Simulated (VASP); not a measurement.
Here is a VASP 6.6.1 calculation.

Contents of INCAR:

```
SYSTEM = ZnS
ALGO = Normal
EDIFF = 1E-7
ENCUT = 520
GGA = PE
ISIF = 2
ISMEAR = -1
LASPH = .TRUE.
LCHARG = .FALSE.
LREAL = .FALSE.
LWAVE = .FALSE.
NBANDS = 26
NELM = 100
PREC = Accurate
SIGMA = 0.02
```

KPOINTS

```
k-points
0
G
  13 13 7
  0 0 0
```

POSCAR

```
ZnS
1.0
    3.8227000000      0.0000000000      0.0000000000
   -1.9113500000      3.3105553110      0.0000000000
    0.0000000000      0.0000000000      6.3233070000
Zn S
2 2
Direct
    0.3333333333      0.6666666667      0.0009298895
    0.6666666667      0.3333333333      0.5009298895
    0.3333333333      0.6666666667      0.3738701105
    0.6666666667      0.3333333333      0.8738701105
```

Potentials or basis: VASP PAW PBE potentials, release 64 (Zn, S).

The run is started by

```bash
$ cat potpaw_PBE.64/Zn/POTCAR potpaw_PBE.64/S/POTCAR > POTCAR
$ mpirun -np 1 vasp_std > vasp.out
```

**Question.** Predict the band gap on the k mesh.

**Answer.** 2.10 eV.

**Question.** What does it give for the pressure?

**Answer.** 0.8 GPa.

Stress tensor (GPa, compression positive):
```
1.04 0.00 0.00
0.00 1.04 0.00
0.00 0.00 0.24
```

Caveat: the cell differs from its parent crystal (z stretched by +1 %, then relaxed in part). A k mesh can miss the band edges.
